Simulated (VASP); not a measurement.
# ZnF2 (P4_2/mnm) in VASP: notebook

The runs below take ZnF2 through single point, with r2SCAN.

Program: VASP 6.6.1. These are calculated values, not measurements. Logs are shortened: lines on timing, memory, paths and dates and some standing lists are left out, and cuts for length are marked.

## (1) The cell of the first run

Symmetry: P4_2/mnm, No. 136, tetragonal system. The conventional cell has a = 4.703 Å, b = 4.703 Å, c = 3.127 Å, α = 90.00°, β = 90.00°, γ = 90.00°. Within 2.7 Å of Zn (site symmetry mmm) lie 6 F at 2.02 to 2.04 Å. Within 2.7 Å of F (site symmetry m2m) lie 3 Zn at 2.02 to 2.04 Å and 1 F at 2.62 Å.

## (2) Single point, r2SCAN

File POSCAR:

```
ZnF2
1.0
    4.7033622564      0.0000000000      0.0000000000
    0.0000000000      4.7033622564      0.0000000000
    0.0000000000      0.0000000000      3.1267882527
Zn F
2 4
Direct
    0.0000000000      0.0000000000      0.0000000000
    0.5000000000      0.5000000000      0.5000000000
    0.3031905513      0.3031905513      0.0000000000
    0.1968094487      0.8031905513      0.5000000000
    0.6968094487      0.6968094487      0.0000000000
    0.8031905513      0.1968094487      0.5000000000
```

File INCAR.step1:

```
PREC = Accurate ; ENCUT = 660
ISMEAR = 0 ; SIGMA = 0.01
LREAL = F ; LASPH = T
NELM = 120 ; NBANDS = 35
GGA = PE ; ALGO = Normal
EDIFF = 1E-5 ; LWAVE = T
LCHARG = F ; GGA_COMPAT = F
```

File INCAR.step2:

```
PREC = Accurate ; ENCUT = 660
EDIFF = 1E-6 ; ISMEAR = 0
SIGMA = 0.01 ; LREAL = F
LASPH = T ; NELM = 120
ALGO = Normal ; ISIF = 2
LWAVE = F ; LCHARG = F
METAGGA = R2SCAN ; LMIXTAU = T
NBANDS = 35 ; ISTART = 1
GGA_COMPAT = F
```

File KPOINTS:

```
Automatic mesh
0
Gamma
  6 6 8
```

Potentials or basis: VASP PAW PBE potentials, release 64 (Zn, F).

Command:

```sh
$ cat potpaw_PBE.64/Zn/POTCAR potpaw_PBE.64/F/POTCAR > POTCAR
$ cp INCAR.step1 INCAR
$ mpirun -np 1 vasp_std > vasp.out
$ cp INCAR.step2 INCAR
$ mpirun -np 1 vasp_std > vasp.out
```

OUTCAR:

```text
PREC = Accurate
   ENCUT = 660
   EDIFF = 1E-6
   ISMEAR = 0
   LREAL = F
   LASPH = T
   NELM = 120
   ISIF = 2
   METAGGA = R2SCAN
   ISTART = 1

 ion  position               nearest neighbor table
   1  0.000  0.000  0.000-   3 2.02   5 2.02   4 2.04   6 2.04   4 2.04   6 2.04
   2  0.500  0.500  0.500-   4 2.02   6 2.02   5 2.04   3 2.04   3 2.04   5 2.04
   3  0.303  0.303  0.000-   1 2.02   2 2.04   2 2.04
   4  0.197  0.803  0.500-   2 2.02   1 2.04   1 2.04
   5  0.697  0.697  0.000-   1 2.02   2 2.04   2 2.04
   6  0.803  0.197  0.500-   2 2.02   1 2.04   1 2.04

  LATTYP: Found a simple tetragonal cell.
 ALAT       =     4.7033622564
 C/A-ratio  =     0.6647985169

  Lattice vectors:

 A1 = (   4.7033622564,   0.0000000000,   0.0000000000)
 A2 = (   0.0000000000,   4.7033622564,   0.0000000000)
 A3 = (   0.0000000000,   0.0000000000,   3.1267882527)

Analysis of symmetry for initial positions (statically):
=====================================================================
 Subroutine PRICEL returns:
 Original cell was already a primitive cell.

 Routine SETGRP: Setting up the symmetry group for a
 simple tetragonal supercell.

 Subroutine GETGRP returns: Found 16 space group operations
 (whereof  8 operations were pure point group operations)
 out of a pool of 16 trial point group operations.

The static configuration has the point symmetry D_2h.
 The point group associated with its full space group is D_4h.

Analysis of symmetry for dynamics (positions and initial velocities):
=====================================================================
 Subroutine PRICEL returns:
 Original cell was already a primitive cell.

 Routine SETGRP: Setting up the symmetry group for a
 simple tetragonal supercell.

 Subroutine GETGRP returns: Found 16 space group operations
 (whereof  8 operations were pure point group operations)
 out of a pool of 16 trial point group operations.

The dynamic configuration has the point symmetry D_2h.
 The point group associated with its full space group is D_4h.

 Subroutine INISYM returns: Found 16 space group operations
 (whereof  8 operations are pure point group operations),
 and found     1 'primitive' translations

----------------------------------------------------------------------------------------

                                     Primitive cell

  volume of cell :      69.1696

  direct lattice vectors                    reciprocal lattice vectors
     4.703362256  0.000000000  0.000000000     0.212613859  0.000000000  0.000000000
     0.000000000  4.703362256  0.000000000     0.000000000  0.212613859  0.000000000
     0.000000000  0.000000000  3.126788253     0.000000000  0.000000000  0.319816988

  length of vectors
     4.703362256  4.703362256  3.126788253     0.212613859  0.212613859  0.319816988

  position of ions in fractional coordinates (direct lattice)
     0.000000000  0.000000000  0.000000000
     0.500000000  0.500000000  0.500000000
     0.303190551  0.303190551  0.000000000
     0.196809449  0.803190551  0.500000000
     0.696809449  0.696809449  0.000000000
     0.803190551  0.196809449  0.500000000

  ion indices of the primitive-cell ions
   primitive index   ion index
                 1           1
                 2           2
                 3           3
                 4           4
                 5           5
                 6           6

----------------------------------------------------------------------------------------

 KPOINTS: Automatic mesh

Automatic generation of k-mesh.
 Grid dimensions read from file:
 generate k-points for:    6    6    8

 Generating k-lattice:

  Cartesian coordinates                     Fractional coordinates (reciprocal lattice)
     0.035435643  0.000000000  0.000000000     0.166666667  0.000000000  0.000000000
     0.000000000  0.035435643  0.000000000     0.000000000  0.166666667  0.000000000
     0.000000000  0.000000000  0.039977123     0.000000000  0.000000000  0.125000000

  Length of vectors
     0.035435643  0.035435643  0.039977123

  Shift w.r.t. Gamma in fractional coordinates (k-lattice)
     0.000000000  0.000000000  0.000000000

 Subroutine IBZKPT returns following result:
 ===========================================

 Found     50 irreducible k-points:

 Following reciprocal coordinates:
            Coordinates               Weight
  0.000000  0.000000  0.000000      1.000000
  0.166667  0.000000  0.000000      4.000000
  0.333333  0.000000  0.000000      4.000000
  0.500000  0.000000  0.000000      2.000000
  0.166667  0.166667  0.000000      4.000000
  0.333333  0.166667  0.000000      8.000000
[... 16 lines left out ...]
  0.333333  0.000000  0.250000      8.000000
  0.500000  0.000000  0.250000      4.000000
 [... further k-points ...]
   k-points           NKPTS =     50   k-points in BZ     NKDIM =     50   number of bands    NBANDS=     35
   number of dos      NEDOS =    301   number of ions     NIONS =      6
   total plane-waves  NPLWV =  44800
   dimension x,y,z NGX =    40 NGY =   40 NGZ =   28
   dimension x,y,z NGXF=    80 NGYF=   80 NGZF=   56
   ions per type =               2   4
   NGX,Y,Z   is equivalent  to a cutoff of  14.14, 14.14, 14.89 a.u.
   NGXF,Y,Z  is equivalent  to a cutoff of  28.28, 28.28, 29.77 a.u.
 SYSTEM =  unknown system
   PREC   = accura    normal or accurate (medium, high low for compatibility)
   ISTART =      1    job   : 0-new  1-cont  2-samecut
   ICHARG =      0    charge: 1-file 2-atom 10-const
   ISPIN  =      1    spin polarized calculation?
   LNONCOLLINEAR =      F non collinear calculations
   LSORBIT =      F    spin-orbit coupling
   LASPH  =      T    aspherical Exc in radial PAW
   ENCUT  =  660.0 eV  48.51 Ry    6.96 a.u.   9.85  9.85  6.55*2*pi/ulx,y,z
   NELM   =    120;   NELMIN=  2; NELMDL=  0     # of ELM steps
   EDIFF  = 0.1E-05   stopping-criterion for ELM
   LREAL  =      F    real-space projection
   EDIFFG = 0.1E-04   stopping-criterion for IOM
   NSW    =      0    number of steps for IOM
   IBRION =     -1    ionic relax: 0-MD 1-quasi-New 2-CG
   NFREE  =      0    steps in history (QN), initial steepest desc. (CG)
   ISIF   =      2    stress and relaxation
   ISYM   =      2    0-nonsym 1-usesym 2-fastsym
   POTIM  = 0.5000    time-step for ionic-motion
   TEBEG  =    0.0;   TEEND  =   0.0 temperature during run
   PSTRESS=    0.0 pullay stress
   NELECT =      52.0000    total number of electrons
   NUPDOWN=      -1.0000    fix difference up-down
   EMIN   =  10.00;   EMAX   =-10.00  energy-range for DOS
   EFERMI =   0.00;   METHOD = LEGACY
   ISMEAR =     0;   SIGMA  =   0.01  broadening in eV -4-tet -1-fermi 0-gaus
   EFERMI_NEDOS =   21; number of points for ismear=-14 and -15
   IALGO  =     38    algorithm
   IMIX   =      4    mixing-type and parameters
     AMIX     =   0.40;   BMIX     =  1.00
     AMIX_MAG =   1.60;   BMIX_MAG =  1.00
  volume/ion in A,a.u.               =      11.53        77.80
  Fermi-wavevector in a.u.,A,eV,Ry     =   1.488575  2.813000 30.148561  2.215857
  Thomas-Fermi vector in A             =   2.601593
   LORBIT       =      0    0 simple, 1 ext, 2 COOP (PROOUT), +10 PAW based schemes
   METAGGA = R2SCAN    functional components
   LHFCALC =     F    Hartree Fock is set to
   AEXX    =    0.0000 exact exchange contribution
   IVDW    =     0    specifies the selected vdW correction
   LEPSILON=     F    determine dielectric tensor
   LRPA    =     F    only Hartree local field effects (RPA)
 non-spin polarized calculation
 Gauss-broadening in eV      SIGMA  =   0.01
  energy-cutoff  :      660.00
  volume of cell :       69.17
 maximum number of plane-waves:      2696
 NGX is ok and might be reduce to    40
   NGX = 19   NGY = 19   NGZ = 13

 number of electron      52.0000011 magnetization

 Free energy of the ion-electron system (eV)
  ---------------------------------------------------
  ext. energy  EPLUGINS =         0.00000000
  ---------------------------------------------------
  free energy    TOTEN  =       -45.68690071 eV

  energy without entropy =      -45.68690071  energy(sigma->0) =      -45.68690071

 E-fermi :  -1.5573     XC(G=0): -10.9696

 val. band max:       -1.6109735311   @ k =   0.0000   0.0000   0.0000
 cond. band min:       2.6081268793   @ k =   0.0000   0.0000   0.0000
 fundamental gap:      4.2191004104
 Fermi energy:        -1.5573115644

 k-point     1 :       0.0000    0.0000    0.0000
  band No.  band energies     occupation
      1     -24.7512      2.00000
      2     -24.0093      2.00000
      3     -24.0093      2.00000
      4     -23.9709      2.00000
      5      -7.9112      2.00000
      6      -7.0741      2.00000
[... 27 lines left out ...]
     34      14.4911      0.00000
     35      14.4911      0.00000

 k-point     2 :       0.1667    0.0000    0.0000
  band No.  band energies     occupation
      1     -24.7102      2.00000
      2     -24.0988      2.00000
      3     -24.0005      2.00000
      4     -23.9364      2.00000
      5      -7.7780      2.00000
      6      -7.0291      2.00000
[... 27 lines left out ...]
     34      14.8699      0.00000
     35      15.0008      0.00000

 k-point     3 :       0.3333    0.0000    0.0000
  band No.  band energies     occupation
      1     -24.5956      2.00000
      2     -24.2532      2.00000
      3     -23.9774      2.00000
      4     -23.9301      2.00000
      5      -7.4246      2.00000
      6      -6.9386      2.00000
[... 27 lines left out ...]
     34      15.5126      0.00000
     35      15.5935      0.00000

 k-point     4 :       0.5000    0.0000    0.0000
  band No.  band energies     occupation
      1     -24.4315      2.00000
      2     -24.4315      2.00000
      3     -23.9493      2.00000
      4     -23.9493      2.00000
      5      -7.0321      2.00000
      6      -7.0321      2.00000
[... 27 lines left out ...]
     34      14.8142      0.00000
     35      16.2598      0.00000

 k-point     5 :       0.1667    0.1667    0.0000
  band No.  band energies     occupation
      1     -24.6716      2.00000
      2     -24.1309      2.00000
      3     -24.0198      2.00000
      4     -23.9284      2.00000
      5      -7.6972      2.00000
      6      -6.9693      2.00000
[... 638 lines left out ...]
 k-point    22 :       0.1667    0.0000    0.2500
  band No.  band energies     occupation
      1     -24.5353      2.00000
      2     -24.0702      2.00000
      3     -23.9834      2.00000
      4     -23.9634      2.00000
      5      -7.3526      2.00000
      6      -6.8379      2.00000
[... 27 lines left out ...]
     34      14.1049      0.00000
     35      14.1302      0.00000

 k-point    23 :       0.3333    0.0000    0.2500
  band No.  band energies     occupation
      1     -24.4446      2.00000
      2     -24.1820      2.00000
      3     -23.9740      2.00000
      4     -23.9567      2.00000
      5      -7.0830      2.00000
      6      -6.6639      2.00000
[... 27 lines left out ...]
     34      13.8779      0.00000
     35      14.3509      0.00000

 k-point    24 :       0.5000    0.0000    0.2500
  band No.  band energies     occupation
      1     -24.3169      2.00000
      2     -24.3169      2.00000
      3     -23.9630      2.00000
      4     -23.9630      2.00000
      5      -6.7314      2.00000
      6      -6.7314      2.00000
[... 27 lines left out ...]
     34      13.4418      0.00000
     35      15.5968      0.00000

 [... further k-points ...]

------------------------ aborting loop because EDIFF is reached ----------------------------------------

  FORCE on cell =-STRESS in cart. coord.  units (eV):
  Direction    XX          YY          ZZ          XY          YZ          ZX
  --------------------------------------------------------------------------------------
  -------------------------------------------------------------------------------------
  Total        0.1068196      0.1068196      0.2133003      0.0000000      0.0000000      0.0000000
  in kB        2.4742658      2.4742658      4.9406796      0.0000000      0.0000000      0.0000000
  external PRESSURE =       3.2964037 kB  Pullay stress =       0.0000000 kB

 VOLUME and BASIS-vectors are now :
 -----------------------------------------------------------------------------
  energy-cutoff  :      660.00
  volume of cell :       69.17
      direct lattice vectors                 reciprocal lattice vectors
     4.703362256  0.000000000  0.000000000     0.212613859  0.000000000  0.000000000
     0.000000000  4.703362256  0.000000000     0.000000000  0.212613859  0.000000000
     0.000000000  0.000000000  3.126788253     0.000000000  0.000000000  0.319816988

 POSITION                                       TOTAL-FORCE (eV/Angst)
 -----------------------------------------------------------------------------------
      0.00000      0.00000      0.00000         0.000000      0.000000      0.000000
      2.35168      2.35168      1.56339         0.000000      0.000000      0.000000
      1.42601      1.42601      0.00000        -0.010323     -0.010323      0.000000
      0.92567      3.77770      1.56339         0.010323     -0.010323      0.000000
      3.27735      3.27735      0.00000         0.010323      0.010323     -0.000000
      3.77770      0.92567      1.56339        -0.010323      0.010323     -0.000000
 -----------------------------------------------------------------------------------
    total drift:                                0.000000     -0.000000     -0.000000

  FREE ENERGIE OF THE ION-ELECTRON SYSTEM (eV)
  ---------------------------------------------------
  free  energy   TOTEN  =       -45.6869007099 eV

  energy  without entropy=      -45.6869007099  energy(sigma->0) =      -45.68690071
```

It took 3.8 min on 1 thread of Intel Xeon 6975P-C (Granite Rapids), shared host; peak memory 0.29 GiB.

Results:

```
Free energy            : -45.6869 eV
Pressure               : 0.3 GPa
Largest force          : 0.015 eV/Å
Band gap on the k mesh : 4.22 eV
```

Forces in eV/Å, atoms in the order of the input:
```
Zn   0.000  0.000  0.000
Zn   0.000  0.000  0.000
F   -0.010 -0.010  0.000
F    0.010 -0.010  0.000
F    0.010  0.010  0.000
F   -0.010  0.010  0.000
```

Levels at points of the mesh, in eV from the valence-band top:
| k point | band 22 | band 23 | band 24 | band 25 | band 26 | band 27 | band 28 | band 29 | band 30 | band 31 |
| --- | --- | --- | --- | --- | --- | --- | --- | --- | --- | --- |
| (0.00, 0.00, 0.00) | -1.67 | -1.35 | -0.37 | -0.37 | 0.00 | 4.22 | 10.26 | 10.43 | 10.43 | 14.14 |
| (0.50, 0.00, 0.00) | -1.73 | -0.67 | -0.67 | -0.46 | -0.46 | 6.84 | 6.84 | 11.35 | 11.35 | 13.88 |
| (0.50, 0.50, 0.00) | -1.52 | -1.37 | -1.37 | -0.39 | -0.39 | 7.84 | 7.84 | 9.88 | 9.88 | 15.56 |
| (0.00, 0.00, 0.50) | -1.47 | -1.29 | -1.29 | -1.25 | -1.25 | 9.12 | 9.12 | 12.81 | 12.81 | 14.03 |
| (0.50, 0.00, 0.50) | -1.97 | -1.43 | -1.43 | -0.07 | -0.07 | 9.69 | 9.69 | 11.16 | 11.16 | 14.91 |
| (0.50, 0.50, 0.50) | -1.62 | -1.25 | -1.25 | -0.81 | -0.81 | 9.03 | 9.03 | 12.23 | 12.23 | 13.21 |

Caveat: the PAW data sets were made with another functional, which shifts forces and pressure a little.

## (3) Single point, r2SCAN (uniaxial z strain +4.9%)

File POSCAR:

```
ZnF2
1.0
    4.7033622564      0.0000000000      0.0000000000
    0.0000000000      4.7033622564      0.0000000000
    0.0000000000      0.0000000000      3.2787501618
Zn F
2 4
Direct
    0.0000000000      0.0000000000      0.0000000000
    0.5000000000      0.5000000000      0.5000000000
    0.3042305215      0.3042305215      0.0000000000
    0.1957694785      0.8042305215      0.5000000000
    0.6957694785      0.6957694785      0.0000000000
    0.8042305215      0.1957694785      0.5000000000
```

File INCAR.step1:

```
SYSTEM = ZnF2
PREC = Accurate ; ENCUT = 660
ISMEAR = 0 ; SIGMA = 0.01
LREAL = .False. ; LASPH = .True.
NELM = 120 ; NBANDS = 35
GGA = PE ; ALGO = Normal
EDIFF = 1E-5 ; LWAVE = .True.
LCHARG = .False. ; GGA_COMPAT = .False.
```

File INCAR.step2:

```
SYSTEM = ZnF2
PREC = Accurate ; ENCUT = 660
EDIFF = 1E-6 ; ISMEAR = 0
SIGMA = 0.01 ; LREAL = .False.
LASPH = .True. ; NELM = 120
ALGO = Normal ; ISIF = 2
LWAVE = .False. ; LCHARG = .False.
METAGGA = R2SCAN ; LMIXTAU = .True.
NBANDS = 35 ; ISTART = 1
GGA_COMPAT = .False.
```

File KPOINTS:

```
Automatic mesh
0
Gamma
  6 6 8
  0 0 0
```

Potentials or basis: VASP PAW PBE potentials, release 64 (Zn, F).

Command:

```sh
$ cat potpaw_PBE.64/Zn/POTCAR potpaw_PBE.64/F/POTCAR > POTCAR
$ cp INCAR.step1 INCAR
$ mpirun -np 1 vasp_std > vasp.out
$ cp INCAR.step2 INCAR
$ mpirun -np 1 vasp_std > vasp.out
```

It took 4.1 min on 1 thread of Intel Xeon 6975P-C (Granite Rapids), shared host; peak memory 0.3 GiB.

The run converged. Its results:

```yaml
Free_energy: -45.6090 eV
Pressure: -5.4 GPa
Largest_force: 0.005 eV/Å
Band_gap_on_the_k_mesh: 4.08 eV
```

Forces in eV/Å, atoms in the order of the input:
```
Zn   0.000  0.000  0.000
Zn   0.000  0.000  0.000
F    0.003  0.003  0.000
F   -0.003  0.003  0.000
F   -0.003 -0.003  0.000
F    0.003 -0.003  0.000
```

Stress tensor (GPa, compression positive):
```
-4.03  0.00  0.00
 0.00 -4.03  0.00
 0.00  0.00 -8.27
```

Levels at points of the mesh, in eV from the valence-band top:
```
           k point  band 24  band 25  band 26  band 27  band 28  band 29
(0.00, 0.00, 0.00)    -0.40    -0.40     0.00     4.08     9.76    10.25
(0.50, 0.00, 0.00)    -0.56    -0.49    -0.49     6.68     6.68    11.06
(0.50, 0.50, 0.00)    -1.18    -0.42    -0.42     7.58     7.58     9.74
(0.00, 0.00, 0.50)    -1.32    -1.18    -1.18     8.63     8.63    12.78
(0.50, 0.00, 0.50)    -1.28    -0.03    -0.03     9.22     9.22    11.01
(0.50, 0.50, 0.50)    -1.32    -0.69    -0.69     8.70     8.70    12.15
```

Caveat: the cell differs from its parent crystal (uniaxial z strain +4.9%); the cell stands under tension; the PAW data sets were made with another functional, which shifts forces and pressure a little.

[end of part 1 of 2]
